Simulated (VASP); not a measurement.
Input of a VASP 6.6.1 run:

The input INCAR:

```
PREC = Accurate
ENCUT = 600
EDIFF = 1E-6
ISMEAR = -1
SIGMA = 0.15
LREAL = False
LASPH = True
NELM = 80
ALGO = Normal
ISIF = 3
LWAVE = False
LCHARG = False
GGA = RP
IBRION = 2
NSW = 80
EDIFFG = -0.001
```

Contents of KPOINTS:

```
regular mesh
0
Gamma
  12 12 8
```

The input POSCAR:

```
Sc
1.0
    3.3581987970      0.0000000029      0.0000000000
   -1.6790994010      2.9082854677      0.0000000000
    0.0000000000      0.0000000000      5.2413987617
Sc
2
Direct
    0.3333333333      0.6666666667      0.2500000000
    0.6666666667      0.3333333333      0.7500000000
```

Potentials or basis: VASP PAW PBE potentials, release 64 (Sc_sv).

Run with:

```bash
$ cat potpaw_PBE.64/Sc_sv/POTCAR > POTCAR
$ mpirun -np 1 vasp_std > vasp.out
```

(1) Estimate the space group after relaxing (to 0.1 Å).

(2) Predict the relaxed cell.

(3) Estimate the band gap on the k mesh.

(4) What does it give for the relaxed volume?

Results:

(1) P6_3/mmc (No. 194).

(2) a = 3.358 Å, b = 3.358 Å, c = 5.289 Å, α = 90.00°, β = 90.00°, γ = 120.00°.

(3) zero (bands 11 and 12 overlap by 1.36 eV).

(4) 25.83 Å³/atom.

Caveat: the PAW data sets were made with another functional, which shifts forces and pressure a little.
